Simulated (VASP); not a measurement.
A run of VASP 6.6.1 is set up as follows.

Contents of INCAR:

```
ALGO = Normal ; EDIFF = 1E-6
ENCUT = 520 ; GGA = PE
ISIF = 2 ; ISMEAR = -1
IVDW = 12 ; LASPH = T
LCHARG = F ; LREAL = Auto
LWAVE = F ; NBANDS = 47
NELM = 60 ; PREC = Accurate
SIGMA = 0.02
```

Contents of KPOINTS:

```
k-points
0
Gamma
  1 1 1
```

Contents of POSCAR:

```
NaH13O7
1.0
    6.0731780000      0.0000000000      0.0000000000
    0.0000000000      6.0731780000      0.0000000000
    0.0000000000      0.0000000000      6.0731780000
O H Na
7 13 1
Direct
    0.2853036746      0.3956248277      0.5672812488
    1.0124518004      0.4173268098      0.9638775613
    0.0171409433      0.9905686940      0.6951055938
    0.4395063013      0.6687931755      0.1557174843
    0.9953108570      0.7757882282      0.2821916301
    0.6279249513      1.1704745028      0.9168346457
    0.6280237464      0.0199566026      0.3148433983
    0.2287928989      0.4941070392      0.4461255705
    0.4156802254      0.3468694644      0.5006110475
    1.0654718172      0.4241766008      0.8083741329
    0.8664162322      0.3796858910      0.9583450378
    0.1103211531      1.0989633434      0.6289622995
    0.0269710521      0.8632547902      0.5833189806
    0.5553764438      0.5756458974      0.0933613340
    0.5144258904      0.8038954235      0.2219101762
    0.8739575886      0.8837218339      0.2899305767
    0.9524008682      0.6699128529      0.1575945905
    0.6742433698      1.1185741633      1.0572718270
    0.7468577407      1.1410829717      0.8200319503
    0.6231992542     -0.0209939508      0.4670701237
    0.2720651362      0.0167786948      0.0215537895
```

Potentials or basis: VASP PAW PBE potentials, release 64 (O, H, Na_pv).

The run is started by

```sh
$ cat potpaw_PBE.64/O/POTCAR potpaw_PBE.64/H/POTCAR potpaw_PBE.64/Na_pv/POTCAR > POTCAR
$ mpirun -np 1 vasp_gam > vasp.out
```

Question: Estimate the pressure.

Answer: 0.6 GPa.

Question: Estimate the largest force.

Answer: 3.925 eV/Å.

Question: Estimate the dispersion energy per atom.

Answer: -0.041 eV.

Stress tensor (GPa, compression positive):
```
 3.90  0.42 -0.37
 0.42 -1.37 -0.81
-0.37 -0.81 -0.69
```

Caveat: the k points lie up to 1.03 Å⁻¹ apart.
